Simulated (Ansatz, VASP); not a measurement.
**Two plane-wave programs on SnO**

```xyz
4
Lattice="3.9195 0.0000 0.0000 0.0000 3.9195 0.0000 0.0000 0.0000 4.8245" Properties=species:S:1:pos:R:3 pbc="T T T"
Sn    0.0000    1.9598    1.1694
Sn    1.9598    0.0000    3.6550
O     0.0000    0.0000    0.0000
O     1.9598    1.9598    0.0000
```

Change from the starting cell: strain +0.030 along x and y, +0.015 along z, atoms carried along.

Alike in both runs: task single point; functional PBEsol; k mesh 12 × 12 × 10; occupations gaussian, width 0.15 eV; no spin polarisation.

|  | VASP | Ansatz |
| --- | --- | --- |
| version | VASP 6.6.1 | Ansatz 0.2.0 |
| potentials or method | VASP PAW PBE potentials, release 64 (Sn_d, O), cutoff 520 eV | scalar-relativistic, plane waves, PAW |
| valence electrons in the cell | 40 | 40 |

```tsv
	VASP	Ansatz	Ansatz less VASP
gap on the k mesh at the Fermi level (eV)	0.23	0.22	-0.006
least direct gap on the mesh (eV)	1.88	1.89	+0.010
pressure (GPa)	-6.1	-6.3	-0.16
traceless stress, the component that is largest in VASP (GPa)	1.59	1.57	-0.015
rms of the force components (eV/Å)	0.310	0.338	+0.0278
```

VASP's potentials were made for PBE, not for PBEsol. Atom by atom the forces differ by 0.028 eV/Å (rms over components). With one functional, cell and mesh, what is left measures potentials, basis and numerics.
